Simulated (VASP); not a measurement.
# Cd (P6/mmm) in VASP: relaxation of shape and atoms at fixed volume with PBE

Aim: the relaxation of shape and atoms at fixed volume of Cd with PBE.

Everything below comes from runs of VASP 6.6.1. Logs are shortened: lines on timing, memory, paths and dates and some standing lists are left out, and cuts for length are marked.

## 1. The cell of the first run

The structure is hexagonal, space group P6/mmm (No. 191). Conventional cell: a = 3.788 Å, b = 3.788 Å, c = 2.283 Å, α = 90.00°, β = 90.00°, γ = 120.00°. Cd (site symmetry 6/mmm) has 14 Cd at 2.28 to 2.47 Å within 3.0 Å. Cd (site symmetry -6m2) has 11 Cd at 2.19 to 2.47 Å within 2.9 Å.

## 2. Relaxation of shape and atoms at fixed volume, PBE

The input, INCAR:

```
PREC = Accurate
ENCUT = 600
EDIFF = 1E-6
ISMEAR = -1
SIGMA = 0.08
LREAL = F
LASPH = T
NELM = 80
ALGO = Normal
ISIF = 4
LWAVE = F
LCHARG = F
GGA = PE
IBRION = 2
NSW = 50
EDIFFG = -0.005
```

The input, KPOINTS:

```
Automatic mesh
0
Gamma
  7 7 10
```

The input, POSCAR:

```
Cd
1.0
    3.7882069630      0.0000000000      0.0000000000
   -1.8941034815      3.2806834647      0.0000000000
    0.0000000000      0.0000000000      2.2834971650
Cd
3
Direct
    0.0000000000      0.0000000000      0.0000000000
    0.3333333333      0.6666666667      0.5000000000
    0.6666666667      0.3333333333      0.5000000000
```

Potentials or basis: VASP PAW PBE potentials, release 64 (Cd).

Launch:

```
$ cat potpaw_PBE.64/Cd/POTCAR > POTCAR
$ mpirun -np 1 vasp_std > vasp.out
```

OUTCAR:

```text
PREC = Accurate
   ENCUT = 600
   EDIFF = 1E-6
   ISMEAR = -1
   LREAL = F
   LASPH = T
   NELM = 80
   ISIF = 4
   GGA = PE
   IBRION = 2
   NSW = 50
   EDIFFG = -0.005

 ion  position               nearest neighbor table
   1  0.000  0.000  0.000-   2 2.47   3 2.47   2 2.47   3 2.47   2 2.47   2 2.47   3 2.47   3 2.47
                             3 2.47   3 2.47   2 2.47   2 2.47
   2  0.333  0.667  0.500-   3 2.19   3 2.19   3 2.19   1 2.47   1 2.47   1 2.47   1 2.47   1 2.47
                             1 2.47   3 3.16   3 3.16   3 3.16   3 3.16   3 3.16   3 3.16
   3  0.667  0.333  0.500-   2 2.19   2 2.19   2 2.19   1 2.47   1 2.47   1 2.47   1 2.47   1 2.47
                             1 2.47   2 3.16   2 3.16   2 3.16   2 3.16   2 3.16   2 3.16

  LATTYP: Found a hexagonal cell.
 ALAT       =     3.7882069630
 C/A-ratio  =     0.6027910268

  Lattice vectors:

 A1 = (   3.7882069630,   0.0000000000,   0.0000000000)
 A2 = (  -1.8941034815,   3.2806834647,   0.0000000000)
 A3 = (   0.0000000000,   0.0000000000,   2.2834971650)

Analysis of symmetry for initial positions (statically):
=====================================================================
 Subroutine PRICEL returns:
 Original cell was already a primitive cell.

 Routine SETGRP: Setting up the symmetry group for a
 hexagonal supercell.

 Subroutine GETGRP returns: Found 24 space group operations
 (whereof 24 operations were pure point group operations)
 out of a pool of 24 trial point group operations.

The static configuration has the point symmetry D_6h.

Analysis of symmetry for dynamics (positions and initial velocities):
=====================================================================
 Subroutine PRICEL returns:
 Original cell was already a primitive cell.

 Routine SETGRP: Setting up the symmetry group for a
 hexagonal supercell.

 Subroutine GETGRP returns: Found 24 space group operations
 (whereof 24 operations were pure point group operations)
 out of a pool of 24 trial point group operations.

The dynamic configuration has the point symmetry D_6h.

 Subroutine INISYM returns: Found 24 space group operations
 (whereof 24 operations are pure point group operations),
 and found     1 'primitive' translations

----------------------------------------------------------------------------------------

                                     Primitive cell

  volume of cell :      28.3791

  direct lattice vectors                    reciprocal lattice vectors
     3.788206963  0.000000000  0.000000000     0.263977129  0.152407267  0.000000000
    -1.894103481  3.280683465  0.000000000     0.000000000  0.304814534  0.000000000
     0.000000000  0.000000000  2.283497165     0.000000000  0.000000000  0.437924783

  length of vectors
     3.788206963  3.788206963  2.283497165     0.304814534  0.304814534  0.437924783

  position of ions in fractional coordinates (direct lattice)
     0.000000000  0.000000000  0.000000000
     0.333333333  0.666666667  0.500000000
     0.666666667  0.333333333  0.500000000

  ion indices of the primitive-cell ions
   primitive index   ion index
                 1           1
                 2           2
                 3           3

----------------------------------------------------------------------------------------

 KPOINTS: Automatic mesh

Automatic generation of k-mesh.
 Grid dimensions read from file:
 generate k-points for:    7    7   10

 Generating k-lattice:

  Cartesian coordinates                     Fractional coordinates (reciprocal lattice)
     0.037711018  0.021772467  0.000000000     0.142857143  0.000000000  0.000000000
     0.000000000  0.043544933  0.000000000     0.000000000  0.142857143  0.000000000
     0.000000000  0.000000000  0.043792478     0.000000000  0.000000000  0.100000000

  Length of vectors
     0.043544933  0.043544933  0.043792478

  Shift w.r.t. Gamma in fractional coordinates (k-lattice)
     0.000000000  0.000000000  0.000000000

 Subroutine IBZKPT returns following result:
 ===========================================

 Found     48 irreducible k-points:

 Following reciprocal coordinates:
            Coordinates               Weight
  0.000000  0.000000  0.000000      1.000000
  0.142857 -0.000000  0.000000      6.000000
  0.285714  0.000000  0.000000      6.000000
  0.428571 -0.000000  0.000000      6.000000
  0.142857  0.142857  0.000000      6.000000
  0.285714  0.142857  0.000000     12.000000
[... 16 lines left out ...]
  0.428571  0.142857  0.200000     12.000000
  0.285714  0.285714  0.200000     12.000000
 [... further k-points ...]
   k-points           NKPTS =     48   k-points in BZ     NKDIM =     48   number of bands    NBANDS=     22
   number of dos      NEDOS =    301   number of ions     NIONS =      3
   total plane-waves  NPLWV =  16200
   dimension x,y,z NGX =    30 NGY =   30 NGZ =   18
   dimension x,y,z NGXF=    60 NGYF=   60 NGZF=   36
   ions per type =               3
   NGX,Y,Z   is equivalent  to a cutoff of  13.17, 13.17, 13.10 a.u.
   NGXF,Y,Z  is equivalent  to a cutoff of  26.33, 26.33, 26.21 a.u.
 SYSTEM =  unknown system
   PREC   = accura    normal or accurate (medium, high low for compatibility)
   ISTART =      0    job   : 0-new  1-cont  2-samecut
   ICHARG =      2    charge: 1-file 2-atom 10-const
   ISPIN  =      1    spin polarized calculation?
   LNONCOLLINEAR =      F non collinear calculations
   LSORBIT =      F    spin-orbit coupling
   LASPH  =      T    aspherical Exc in radial PAW
   ENCUT  =  600.0 eV  44.10 Ry    6.64 a.u.   7.57  7.57  4.56*2*pi/ulx,y,z
   NELM   =     80;   NELMIN=  2; NELMDL= -5     # of ELM steps
   EDIFF  = 0.1E-05   stopping-criterion for ELM
   LREAL  =      F    real-space projection
   EDIFFG = -.5E-02   stopping-criterion for IOM
   NSW    =     50    number of steps for IOM
   IBRION =      2    ionic relax: 0-MD 1-quasi-New 2-CG
   NFREE  =      1    steps in history (QN), initial steepest desc. (CG)
   ISIF   =      4    stress and relaxation
   ISYM   =      2    0-nonsym 1-usesym 2-fastsym
   POTIM  = 0.5000    time-step for ionic-motion
   TEBEG  =    0.0;   TEEND  =   0.0 temperature during run
   PSTRESS=    0.0 pullay stress
   NELECT =      36.0000    total number of electrons
   NUPDOWN=      -1.0000    fix difference up-down
   EMIN   =  10.00;   EMAX   =-10.00  energy-range for DOS
   EFERMI =   0.00;   METHOD = LEGACY
   ISMEAR =    -1;   SIGMA  =   0.08  broadening in eV -4-tet -1-fermi 0-gaus
   EFERMI_NEDOS =   21; number of points for ismear=-14 and -15
   IALGO  =     38    algorithm
   IMIX   =      4    mixing-type and parameters
     AMIX     =   0.40;   BMIX     =  1.00
     AMIX_MAG =   1.60;   BMIX_MAG =  1.00
  volume/ion in A,a.u.               =       9.46        63.84
  Fermi-wavevector in a.u.,A,eV,Ry     =   1.772187  3.348947 42.731084  3.140646
  Thomas-Fermi vector in A             =   2.838629
   LORBIT       =      0    0 simple, 1 ext, 2 COOP (PROOUT), +10 PAW based schemes
   GGA     = PE    functional components
   LHFCALC =     F    Hartree Fock is set to
   AEXX    =    0.0000 exact exchange contribution
   IVDW    =     0    specifies the selected vdW correction
   LEPSILON=     F    determine dielectric tensor
   LRPA    =     F    only Hartree local field effects (RPA)
 conjugate gradient relaxation of ions
 non-spin polarized calculation
  energy-cutoff  :      600.00
  volume of cell :       28.38
 maximum number of plane-waves:       959
 NGX is ok and might be reduce to    30
   NGX = 15   NGY = 15   NGZ =  9

--------------------------------------- Ionic step        1  -------------------------------------------

 number of electron      35.9999979 magnetization

 Free energy of the ion-electron system (eV)
  ---------------------------------------------------
  ext. energy  EPLUGINS =         0.00000000
  ---------------------------------------------------
  free energy    TOTEN  =        21.93400162 eV

  energy without entropy =       21.95166988  energy(sigma->0) =       21.94283575

------------------------ aborting loop because EDIFF is reached ----------------------------------------

  FORCE on cell =-STRESS in cart. coord.  units (eV):
  Direction    XX          YY          ZZ          XY          YZ          ZX
  --------------------------------------------------------------------------------------
  -------------------------------------------------------------------------------------
  Total       84.4235371     84.4235371     83.5306884     -0.0000000      0.0000000      0.0000000
  in kB     4766.2368701   4766.2368699   4715.8299747     -0.0000000      0.0000000      0.0000000
  external PRESSURE =    4749.4345716 kB  Pullay stress =       0.0000000 kB
[... 59 lines left out ...]
  energy  without entropy=       21.9615629258  energy(sigma->0) =       21.95176672

--------------------------------------- Ionic step        3  -------------------------------------------

 number of electron      35.9999984 magnetization

 Free energy of the ion-electron system (eV)
  ---------------------------------------------------
  ext. energy  EPLUGINS =         0.00000000
  ---------------------------------------------------
  free energy    TOTEN  =        21.93290207 eV

  energy without entropy =       21.95115066  energy(sigma->0) =       21.94202636

 E-fermi :  15.5441     XC(G=0): -16.1754

 val. band max:       15.5227592427   @ k =   0.2857   0.0000   0.5000
 cond. band min:      15.6008152128   @ k =   0.2857   0.2857   0.5000
 fundamental gap:      0.0780559701
 Fermi energy:        15.5441142510

 k-point     1 :       0.0000    0.0000    0.0000
  band No.  band energies     occupation
      1      -5.0950      2.00000
      2      -4.6238      2.00000
      3      -2.0573      2.00000
      4      -1.9694      2.00000
      5      -1.6580      2.00000
      6      -1.6580      2.00000
[... 574 lines left out ...]
      6      -1.7357      2.00000
[... 14 lines left out ...]
     21      23.6381      0.00000
     22      24.6437      0.00000

 [... further k-points ...]

------------------------ aborting loop because EDIFF is reached ----------------------------------------

  FORCE on cell =-STRESS in cart. coord.  units (eV):
  Direction    XX          YY          ZZ          XY          YZ          ZX
  --------------------------------------------------------------------------------------
  -------------------------------------------------------------------------------------
  Total       84.1210127     84.1210127     84.1228045      0.0000000     -0.0000000      0.0000000
  in kB     4749.1574731   4749.1574729   4749.2586314      0.0000000     -0.0000000      0.0000000
  external PRESSURE =    4749.1911925 kB  Pullay stress =       0.0000000 kB
[... 18 lines left out ...]
  FREE ENERGIE OF THE ION-ELECTRON SYSTEM (eV)
  ---------------------------------------------------
  free  energy   TOTEN  =        21.9329020744 eV

  energy  without entropy=       21.9511506552  energy(sigma->0) =       21.94202636

 reached required accuracy - stopping structural energy minimisation
```

Wall time 2.3 min (1 thread of AMD EPYC 7R13, shared host); peak memory 0.13 GiB.

Results:

```yaml
Free_energy: 21.9329 eV
Energy_gained_by_relaxing: 0.4 meV/atom
Ionic_steps: 3
Pressure_after_relaxing: 474.9 GPa
Band_gap_on_the_k_mesh: zero (band 18 reaches 18.20 eV, above the bottom of band 19 at 14.77 eV)
```

The path:
```csv
step,energy change (eV),largest force (eV/Å),pressure (GPa),volume (Å³)
1,0.0000,0.0000,474.94,28.38
2,0.0080,0.0000,475.23,28.38
3,-0.0011,0.0000,474.92,28.38
```

Final structure:
```
CELL_PARAMETERS angstrom
3.79291 0.00000 0.00000
-1.89646 3.28476 0.00000
0.00000 0.00000 2.27783
ATOMIC_POSITIONS crystal
Cd 0.00000 0.00000 0.00000
Cd 0.33333 0.66667 0.50000
Cd 0.66667 0.33333 0.50000
```
